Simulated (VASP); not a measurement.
Runs of VASP 6.6.1 on Ga. The structure is that of space group Pm-3m (No. 221), or close to it. The cells are those of the table. 

| cell | gap on the mesh (eV) | pressure (GPa) |
| --- | --- | --- |
| a = 2.774 Å, 1 atom | none | (a) |
| a = 2.738 Å, 1 atom | none | -0.8 |
| a = 2.720 Å, 1 atom | none | 0.1 |
| a = 2.702 Å, 1 atom | none | 1.0 |
| a = 2.683 Å, 1 atom | none | 2.1 |
| a = 2.756 Å, 1 atom | none | (b) |

Alike in all rows: task single point; level PBE; potentials or basis VASP PAW PBE potentials, release 64 (Ga_d); no spin polarisation; k mesh 14 × 14 × 14; cutoff (eV) 520; smearing fermi-dirac 0.0612256 eV.

Problem. Fill in the values left out.

Solution. (a) -2.3; (b) -1.6.

A k mesh can miss the band edges, and the runs leave out spin-orbit coupling on Ga.

A gap of «none» marks levels without a gap at the run's occupations.
